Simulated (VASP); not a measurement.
# BaTe (C2/m) in VASP: single point with PBEsol

Aim: the single point of BaTe with PBEsol.

All numbers are computed with VASP 6.6.1; they aren't measurements. Logs are shortened: lines on timing, memory, paths and dates and some standing lists are left out, and cuts for length are marked.

## (1) The cell of the first run

The structure is monoclinic, space group C2/m (No. 12). Conventional cell: a = 5.884 Å, b = 5.884 Å, c = 4.162 Å, α = 90.00°, β = 90.57°, γ = 90.00°. Ba (site symmetry 2/m) has 8 Te at 3.59 to 3.62 Å and 6 Ba at 4.16 Å within 4.7 Å. Te (site symmetry 2/m) has 8 Ba at 3.59 to 3.62 Å and 6 Te at 4.16 Å within 4.7 Å.

## (2) Single point, PBEsol

Input file INCAR:

```
SYSTEM = BaTe
ALGO = Normal ; EDIFF = 1E-7
ENCUT = 520 ; GGA = PS
ISIF = 2 ; ISMEAR = 0
LASPH = .True. ; LCHARG = .False.
LREAL = .False. ; LWAVE = .False.
NBANDS = 24 ; NELM = 80
PREC = Accurate ; SIGMA = 0.05
```

Input file KPOINTS:

```
k-points
0
Gamma
  6 6 8
  0 0 0
```

Input file POSCAR:

```
BaTe
1.0
    5.8840520669      0.0000000000      0.0000000000
    0.0000000000      5.8840520669     -0.0294202603
    0.0000000000     -0.0208075863      4.1615172691
Ba Te
2 2
Direct
    0.5000000000      0.0000000000      0.5000000000
    0.0000000000      0.5000000000      0.5000000000
    0.0000000000      0.0000000000      0.0000000000
    0.5000000000      0.5000000000      0.0000000000
```

Potentials or basis: VASP PAW PBE potentials, release 64 (Ba_sv, Te).

Started as:

```console
> cat potpaw_PBE.64/Ba_sv/POTCAR potpaw_PBE.64/Te/POTCAR > POTCAR
> mpirun -np 1 vasp_std > vasp.out
```

OUTCAR:

```text
SYSTEM = BaTe
   EDIFF = 1E-7
   ENCUT = 520
   GGA = PS
   ISIF = 2
   ISMEAR = 0
   LASPH = .True.
   LREAL = .False.
   NELM = 80
   PREC = Accurate

 ion  position               nearest neighbor table
   1  0.500  0.000  0.500-   4 3.59   4 3.59   3 3.60   3 3.60   3 3.60   3 3.60   4 3.62   4 3.62
                             2 4.16   2 4.16   2 4.16   2 4.16
   2  0.000  0.500  0.500-   3 3.59   3 3.59   4 3.60   4 3.60   4 3.60   4 3.60   3 3.62   3 3.62
                             1 4.16   1 4.16   1 4.16   1 4.16
   3  0.000  0.000  0.000-   2 3.59   2 3.59   1 3.60   1 3.60   1 3.60   1 3.60   2 3.62   2 3.62

   4  0.500  0.500  0.000-   1 3.59   1 3.59   2 3.60   2 3.60   2 3.60   2 3.60   1 3.62   1 3.62

  LATTYP: Found a simple monoclinic cell.
 ALAT       =     4.1615692877
 B/A-ratio  =     1.4139022230
 C/A-ratio  =     1.4139198966
 COS(beta)  =    -0.0099997500

  Lattice vectors:

 A1 = (   0.0000000000,  -0.0208075863,   4.1615172691)
 A2 = (   5.8840520669,   0.0000000000,   0.0000000000)
 A3 = (   0.0000000000,   5.8840520669,  -0.0294202603)

Analysis of symmetry for initial positions (statically):
=====================================================================
 Subroutine PRICEL returns following result:

  LATTYP: Found a base centered monoclinic cell.
 ALAT       =     5.8841256171
 B/A-ratio  =     0.9999875002
 C/A-ratio  =     0.7072536446
 COS(beta)  =    -0.0099997500

  Lattice vectors:

 A1 = (   2.9420260335,   2.9420260335,  -0.0147101301)
 A2 = (  -2.9420260335,   2.9420260334,  -0.0147101301)
 A3 = (   0.0000000000,  -0.0208075863,   4.1615172691)

   2 primitive cells build up your supercell.

 Routine SETGRP: Setting up the symmetry group for a
 simple monoclinic supercell.

 Subroutine GETGRP returns: Found  4 space group operations
 (whereof  4 operations were pure point group operations)
 out of a pool of  4 trial point group operations.

The static configuration has the point symmetry C_2h.

Analysis of symmetry for dynamics (positions and initial velocities):
=====================================================================
 Subroutine PRICEL returns following result:

  LATTYP: Found a base centered monoclinic cell.
 ALAT       =     5.8841256171
 B/A-ratio  =     0.9999875002
 C/A-ratio  =     0.7072536446
 COS(beta)  =    -0.0099997500

  Lattice vectors:

 A1 = (   2.9420260335,   2.9420260335,  -0.0147101301)
 A2 = (  -2.9420260335,   2.9420260334,  -0.0147101301)
 A3 = (   0.0000000000,  -0.0208075863,   4.1615172691)

   2 primitive cells build up your supercell.

 Routine SETGRP: Setting up the symmetry group for a
 simple monoclinic supercell.

 Subroutine GETGRP returns: Found  4 space group operations
 (whereof  4 operations were pure point group operations)
 out of a pool of  4 trial point group operations.

The dynamic configuration has the point symmetry C_2h.

 Subroutine INISYM returns: Found  4 space group operations
 (whereof  4 operations are pure point group operations),
 and found     2 'primitive' translations

----------------------------------------------------------------------------------------

                                     Primitive cell

  volume of cell :      72.0384

  direct lattice vectors                    reciprocal lattice vectors
     2.942026033  2.942026033 -0.014710130     0.169950909  0.169955158  0.000849776
    -2.942026033  2.942026033 -0.014710130    -0.169950909  0.169955158  0.000849776
     0.000000000 -0.020807586  4.161517269    -0.000000000  0.001201515  0.240302980

  length of vectors
     4.160679121  4.160679121  4.161569288     0.240351388  0.240351388  0.240305984

  position of ions in fractional coordinates (direct lattice)
     0.500000000  0.500000000  0.500000000
     0.000000000  0.000000000  0.000000000

  ion indices of the primitive-cell ions
   primitive index   ion index
                 1           1
                 2           3

----------------------------------------------------------------------------------------

 KPOINTS: k-points

Automatic generation of k-mesh.
 Grid dimensions read from file:
 generate k-points for:    6    6    8

 Generating k-lattice:

  Cartesian coordinates                     Fractional coordinates (reciprocal lattice)
     0.028325152  0.000000000  0.000000000     0.166666667  0.000000000  0.000000000
     0.000000000  0.028325860  0.000141629     0.000000000  0.166666667  0.000000000
     0.000000000  0.000150189  0.030037872     0.000000000  0.000000000  0.125000000

  Length of vectors
     0.028325152  0.028326214  0.030038248

  Shift w.r.t. Gamma in fractional coordinates (k-lattice)
     0.000000000  0.000000000  0.000000000

 Subroutine IBZKPT returns following result:
 ===========================================

 Found    104 irreducible k-points:

 Following reciprocal coordinates:
            Coordinates               Weight
  0.000000  0.000000  0.000000      1.000000
  0.166667  0.000000  0.000000      2.000000
  0.333333  0.000000  0.000000      2.000000
  0.500000  0.000000  0.000000      1.000000
  0.000000  0.166667  0.000000      2.000000
  0.166667  0.166667  0.000000      4.000000
[... 16 lines left out ...]
  0.333333  0.166667  0.125000      4.000000
  0.500000  0.166667  0.125000      2.000000
 [... further k-points ...]
   k-points           NKPTS =    104   k-points in BZ     NKDIM =    104   number of bands    NBANDS=     24
   number of dos      NEDOS =    301   number of ions     NIONS =      4
   total plane-waves  NPLWV =  73728
   dimension x,y,z NGX =    48 NGY =   48 NGZ =   32
   dimension x,y,z NGXF=    96 NGYF=   96 NGZF=   64
   ions per type =               2   2
   NGX,Y,Z   is equivalent  to a cutoff of  13.56, 13.56, 12.78 a.u.
   NGXF,Y,Z  is equivalent  to a cutoff of  27.12, 27.12, 25.57 a.u.
 SYSTEM =  BaTe
   PREC   = accura    normal or accurate (medium, high low for compatibility)
   ISTART =      0    job   : 0-new  1-cont  2-samecut
   ICHARG =      2    charge: 1-file 2-atom 10-const
   ISPIN  =      1    spin polarized calculation?
   LNONCOLLINEAR =      F non collinear calculations
   LSORBIT =      F    spin-orbit coupling
   LASPH  =      T    aspherical Exc in radial PAW
   ENCUT  =  520.0 eV  38.22 Ry    6.18 a.u.  10.94 10.94  7.74*2*pi/ulx,y,z
   NELM   =     80;   NELMIN=  2; NELMDL= -5     # of ELM steps
   EDIFF  = 0.1E-06   stopping-criterion for ELM
   LREAL  =      F    real-space projection
   EDIFFG = 0.1E-05   stopping-criterion for IOM
   NSW    =      0    number of steps for IOM
   IBRION =     -1    ionic relax: 0-MD 1-quasi-New 2-CG
   NFREE  =      0    steps in history (QN), initial steepest desc. (CG)
   ISIF   =      2    stress and relaxation
   ISYM   =      2    0-nonsym 1-usesym 2-fastsym
   POTIM  = 0.5000    time-step for ionic-motion
   TEBEG  =    0.0;   TEEND  =   0.0 temperature during run
   PSTRESS=    0.0 pullay stress
   NELECT =      32.0000    total number of electrons
   NUPDOWN=      -1.0000    fix difference up-down
   EMIN   =  10.00;   EMAX   =-10.00  energy-range for DOS
   EFERMI =   0.00;   METHOD = LEGACY
   ISMEAR =     0;   SIGMA  =   0.05  broadening in eV -4-tet -1-fermi 0-gaus
   EFERMI_NEDOS =   21; number of points for ismear=-14 and -15
   IALGO  =     38    algorithm
   IMIX   =      4    mixing-type and parameters
     AMIX     =   0.40;   BMIX     =  1.00
     AMIX_MAG =   1.60;   BMIX_MAG =  1.00
  volume/ion in A,a.u.               =      36.02       243.07
  Fermi-wavevector in a.u.,A,eV,Ry     =   0.991426  1.873523 13.373507  0.982925
  Thomas-Fermi vector in A             =   2.123166
   LORBIT       =      0    0 simple, 1 ext, 2 COOP (PROOUT), +10 PAW based schemes
   GGA     = PS    functional components
   LHFCALC =     F    Hartree Fock is set to
   AEXX    =    0.0000 exact exchange contribution
   IVDW    =     0    specifies the selected vdW correction
   LEPSILON=     F    determine dielectric tensor
   LRPA    =     F    only Hartree local field effects (RPA)
 non-spin polarized calculation
 Gauss-broadening in eV      SIGMA  =   0.05
  energy-cutoff  :      520.00
  volume of cell :      144.08
 maximum number of plane-waves:      3906
 NGX is ok and might be reduce to    48
   NGX = 21   NGY = 21   NGZ = 15

 number of electron      32.0000000 magnetization

 Free energy of the ion-electron system (eV)
  ---------------------------------------------------
  ext. energy  EPLUGINS =         0.00000000
  ---------------------------------------------------
  free energy    TOTEN  =       -17.87108250 eV

  energy without entropy =      -17.87108250  energy(sigma->0) =      -17.87108250

 E-fermi :   4.4978     XC(G=0):  -9.2387

 val. band max:        4.2494259827   @ k =   0.5000   0.5000   0.5000
 cond. band min:       4.7726683267   @ k =   0.0000   0.0000   0.0000
 fundamental gap:      0.5232423440
 Fermi energy:         4.4978055282

 k-point     1 :       0.0000    0.0000    0.0000
  band No.  band energies     occupation
      1     -23.7228      2.00000
      2     -23.6510      2.00000
      3      -9.1880      2.00000
      4      -9.1879      2.00000
      5      -8.7351      2.00000
      6      -8.7323      2.00000
[... 16 lines left out ...]
     23       7.1244      0.00000
     24       8.9161      0.00000

 k-point     2 :       0.1667    0.0000    0.0000
  band No.  band energies     occupation
      1     -23.7178      2.00000
      2     -23.6557      2.00000
      3      -9.1942      2.00000
      4      -9.1592      2.00000
      5      -8.8146      2.00000
      6      -8.7649      2.00000
[... 16 lines left out ...]
     23       7.5716      0.00000
     24       8.7558      0.00000

 k-point     3 :       0.3333    0.0000    0.0000
  band No.  band energies     occupation
      1     -23.7045      2.00000
      2     -23.6686      2.00000
      3      -9.1874      2.00000
      4      -9.0792      2.00000
      5      -8.9824      2.00000
      6      -8.8516      2.00000
[... 16 lines left out ...]
     23       8.3267      0.00000
     24       8.6172      0.00000
[... 514 lines left out ...]
 k-point    23 :       0.3333    0.1667    0.1250
  band No.  band energies     occupation
      1     -23.6967      2.00000
      2     -23.6660      2.00000
      3      -9.2835      2.00000
      4      -9.1236      2.00000
      5      -8.9349      2.00000
      6      -8.7925      2.00000
[... 16 lines left out ...]
     23       8.7602      0.00000
     24       9.1740      0.00000

 k-point    24 :       0.5000    0.1667    0.1250
  band No.  band energies     occupation
      1     -23.6812      2.00000
      2     -23.6812      2.00000
      3      -9.2441      2.00000
      4      -9.2441      2.00000
      5      -8.8243      2.00000
      6      -8.8243      2.00000
[... 16 lines left out ...]
     23       8.9179      0.00000
     24       8.9179      0.00000

 [... further k-points ...]
[... 5 lines left out ...]
  --------------------------------------------------------------------------------------
  -------------------------------------------------------------------------------------
  Total        0.5552659      0.5657240      0.5604818      0.0000000      0.1048586      0.0000000
  in kB        6.1747270      6.2910242      6.2327294      0.0000000      1.1660602      0.0000000
  external PRESSURE =       6.2328268 kB  Pullay stress =       0.0000000 kB

 VOLUME and BASIS-vectors are now :
 -----------------------------------------------------------------------------
  energy-cutoff  :      520.00
  volume of cell :      144.08
      direct lattice vectors                 reciprocal lattice vectors
     5.884052067  0.000000000  0.000000000     0.169950909  0.000000000  0.000000000
     0.000000000  5.884052067 -0.029420260     0.000000000  0.169955158  0.000849776
     0.000000000 -0.020807586  4.161517269     0.000000000  0.001201515  0.240302980

 POSITION                                       TOTAL-FORCE (eV/Angst)
 -----------------------------------------------------------------------------------
      2.94203     -0.01040      2.08076         0.000000     -0.000000      0.000000
      0.00000      2.93162      2.06605        -0.000000     -0.000000     -0.000000
      0.00000      0.00000      0.00000        -0.000000      0.000000     -0.000000
      2.94203      2.94203     -0.01471        -0.000000      0.000000      0.000000
 -----------------------------------------------------------------------------------
    total drift:                               -0.000000      0.000000     -0.000000

  FREE ENERGIE OF THE ION-ELECTRON SYSTEM (eV)
  ---------------------------------------------------
  free  energy   TOTEN  =       -17.8710824952 eV

  energy  without entropy=      -17.8710824952  energy(sigma->0) =      -17.87108250
```

Wall time 7.4 min (1 thread of Oxide Virtual Turin-like, shared host); peak memory 0.44 GiB.

Results:

| Property | Result |
| --- | --- |
| Free energy | -17.8711 eV |
| Pressure | 0.6 GPa |
| Band gap on the k mesh | 0.52 eV |

Caveat: the PAW data sets were made with another functional, which shifts forces and pressure a little; spin-orbit coupling is left out, which moves the levels of the heavy elements. A k mesh can miss the band edges.
